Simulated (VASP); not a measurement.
Write the native input for VASP 6.6.1 that does the following.

```
Task                   : single point
Functional             : RPBE
Potentials or basis    : VASP PAW PBE potentials, release 64 (Cs_sv, I, Sn_d)
Cutoff                 : 520 eV
k mesh                 : 5 × 5 × 5
Occupations            : fermi-dirac, width 0.05 eV
Spin                   : no spin polarisation
Dipole correction      : no
Further INCAR settings : ALGO = Normal; EDIFF = 1e-07; NBANDS = 30
```

The structure of CsSnI3 lies in POSCAR:

```
CsSnI3
1.0
    6.4214599499      0.0000000000      0.0000000000
    0.0000000000      6.4214599499      0.0000000000
    0.0000000000      0.0000000000      6.4214599499
Cs I Sn
1 3 1
Direct
    0.0000000000      0.0000000000      0.0000000000
    0.5000000000      0.5000000000      0.0000000000
    0.5000000000      0.0000000000      0.5000000000
    0.0000000000      0.5000000000      0.5000000000
    0.5000000000      0.5000000000      0.5000000000
```

One way to write it, as run:

INCAR

```
SYSTEM = CsSnI3
PREC = Accurate ; ENCUT = 520
EDIFF = 1E-7 ; ISMEAR = -1
SIGMA = 0.05 ; LREAL = .False.
LASPH = .True. ; NELM = 80
ALGO = Normal ; ISIF = 2
LWAVE = .False. ; LCHARG = .False.
GGA = RP ; NBANDS = 30
```

KPOINTS

```
regular mesh
0
Gamma
  5 5 5
  0 0 0
```

Potentials or basis: VASP PAW PBE potentials, release 64 (Cs_sv, I, Sn_d).

The run is started by

```bash
$ cat potpaw_PBE.64/Cs_sv/POTCAR potpaw_PBE.64/I/POTCAR potpaw_PBE.64/Sn_d/POTCAR > POTCAR
$ mpirun -np 1 vasp_std > vasp.out
```

It gave:

| Quantity | Value |
| --- | --- |
| Pressure | 0.0 GPa |
| Band gap on the k mesh | 1.87 eV |

Caveat: the PAW data sets were made with another functional, which shifts forces and pressure a little; spin-orbit coupling is left out, which moves the levels of the heavy elements; an odd mesh through Γ misses points on the zone boundary, where band edges can lie.

Wall time 41 s on 1 thread of Intel(R) Xeon(R) 6975P-C (Granite Rapids), with other jobs on the host, peak memory 0.36 GiB.
